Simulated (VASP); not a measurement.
Ru: single point with PBE

Crystal: Ru.

```xyz
2
Lattice="2.6216 0.0000 0.0000 -1.3108 2.2704 0.0000 0.0000 0.0000 4.1517" Properties=species:S:1:pos:R:3 pbc="T T T"
Ru    0.0000    1.5136    1.0379
Ru    1.3108    0.7568    3.1138
```

```json
{"Program": "VASP 6.6.1", "Task": "single point", "Functional": "PBE", "Potentials or basis": "VASP PAW PBE potentials, release 64 (Ru_pv)", "Cutoff": "500 eV", "k mesh": "17 × 17 × 9", "Occupations": "fermi-dirac, width 0.1 eV", "Spin": "no spin polarisation", "Dipole correction": "no", "Further INCAR settings": "ALGO = Normal; EDIFF = 1e-06; NBANDS = 21"}
```

```
Pressure               : 44.1 GPa
Band gap on the k mesh : zero (band 14 reaches 16.46 eV, above the bottom of band 15 at 12.78 eV)
```

Levels at points of the mesh, in eV from the Fermi level:
```csv
k point,band 12,band 13,band 14,band 15,band 16,band 17
"(0.00, 0.00, 0.00)",-2.23,-2.23,-1.61,-1.61,1.34,1.34
```

It took 82 s on 1 thread of Intel Xeon 8259CL, on a shared host, peak memory 0.18 GiB.
